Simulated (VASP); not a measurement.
Input of a VASP 6.6.1 run:

The input INCAR:

```
SYSTEM = Re
PREC     = Accurate       ! precision mode
ENCUT    = 560            ! plane-wave cutoff, eV
EDIFF    = 1E-6           ! SCF threshold, eV
ISMEAR   = 0              ! smearing method
SIGMA    = 0.1            ! smearing width, eV
LREAL    = .FALSE.        ! projectors in reciprocal space
LASPH    = .TRUE.         ! aspherical terms in the spheres
NELM     = 120            ! most SCF steps
ALGO     = Normal         ! electronic algorithm
ISIF     = 2              ! what is computed and relaxed
LWAVE    = .FALSE.        ! write WAVECAR
LCHARG   = .FALSE.        ! write CHGCAR
GGA      = PE             ! functional
NBANDS   = 70             ! bands
GGA_COMPAT= .FALSE.
```

File KPOINTS:

```
regular mesh
0
G
  4 4 4
  0 0 0
```

POSCAR

```
Re
1.0
   -3.4319627657      3.4319627657      3.4319627657
    3.4319627657     -3.4319627657      3.4319627657
    3.4319627657      3.4319627657     -3.4319627657
Re
8
Direct
    0.2002321330      0.2002321330      0.2002321330
    0.5000000000      0.0000000000      0.2997678670
    0.2997678670      0.5000000000      0.0000000000
    0.0000000000      0.2997678670      0.5000000000
    0.7997678670      0.7997678670      0.7997678670
    0.5000000000      0.0000000000      0.7002321330
    0.7002321330      0.5000000000      0.0000000000
    0.0000000000      0.7002321330      0.5000000000
```

Potentials or basis: VASP PAW PBE potentials, release 64 (Re_sv_GW).

The run is started by

```sh
$ cat potpaw_PBE.64/Re_sv_GW/POTCAR > POTCAR
$ mpirun -np 1 vasp_std > vasp.out
```

**Question.** Estimate the largest force.

**Answer.** 0.057 eV/Å.

**Question.** Predict the band gap on the k mesh.

**Answer.** Zero (bands 60 and 61 overlap by 1.28 eV).

**Question.** What does it give for the pressure?

**Answer.** -0.8 GPa.

Forces in eV/Å, atoms in the order of the input:
```
Re   0.033  0.033  0.033
Re  -0.033 -0.033  0.033
Re   0.033 -0.033 -0.033
Re  -0.033  0.033 -0.033
Re  -0.033 -0.033 -0.033
Re   0.033  0.033 -0.033
Re  -0.033  0.033  0.033
Re   0.033 -0.033  0.033
```

Caveat: spin-orbit coupling is left out, which moves the levels of the heavy elements.
